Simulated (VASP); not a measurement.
A run of VASP 6.6.1:

The input INCAR:

```
SYSTEM = V
  ALGO = Normal
  EDIFF = 1E-7
  EDIFFG = -0.04
  ENCUT = 500
  GGA = PS
  GGA_COMPAT = .False.
  IBRION = 2
  ISIF = 3
  ISMEAR = 0
  LASPH = .True.
  LCHARG = .False.
  LREAL = .False.
  LWAVE = .False.
  NELM = 120
  NELMIN = 4
  NSW = 90
  PREC = Accurate
  SIGMA = 0.1
```

File KPOINTS:

```
k-points
0
Gamma
  9 9 8
  0 0 0
```

The input POSCAR:

```
V
1.0
    2.5924543552      0.0000000000      0.0000000000
   -1.2962271776      2.2451313298      0.0000000000
    0.0000000000      0.0000000000      2.4223245382
V
1
Direct
    0.0000000000      0.0000000000      0.0000000000
```

Potentials or basis: VASP PAW PBE potentials, release 64 (V_sv).

Command:

```console
$ cat potpaw_PBE.64/V_sv/POTCAR > POTCAR
$ mpirun -np 1 vasp_std > vasp.out
```

Hardware: 1 thread of Intel(R) Xeon(R) 6975P-C (Granite Rapids) (shared host).

Q: Estimate the wall time of this run.

A: Run time: 7.6 s on 1 thread of Intel(R) Xeon(R) 6975P-C (Granite Rapids) (shared host), peak memory 0.12 GiB. Counts: scf iterations 30, k points 60, ion steps 3.
